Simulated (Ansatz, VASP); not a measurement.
**Re: VASP beside Ansatz**

```
CELL_PARAMETERS angstrom
1.41100 -4.07542 0.02740
1.41100 4.07542 0.02740
-0.05385 0.00000 2.77755
ATOMIC_POSITIONS crystal
Re 0.86104 0.13896 0.25000
Re 0.13896 0.86104 0.75000
```

Alike in both runs: functional PBE; k mesh 8 × 8 × 6; occupations gaussian, width 0.1 eV; no spin polarisation.

Ansatz relaxed the structure, and its values are those at the end. VASP's run is a single point on that final structure, the one shown.

```csv
,VASP,Ansatz
version,VASP 6.6.1,Ansatz 0.2.0
potentials or method,"VASP PAW PBE potentials, release 64 (Re), cutoff 520 eV","scalar-relativistic, plane waves, PAW"
valence electrons in the cell,14,30
```

|  | VASP | Ansatz | Ansatz less VASP |
| --- | --- | --- | --- |
| gap on the k mesh at the Fermi level (eV) | none | none | - |
| pressure (GPa) | -0.6 | 0.0 | +0.60 |

A gap of «none» marks a metal or a gap that the smearing closes. VASP's potentials hold 14 valence electrons a cell and Ansatz's 30, so a difference there can come from the potentials and not from the codes.

The k mesh is coarse, so the values compare programs but aren't converged. Neither program's run includes spin-orbit coupling.
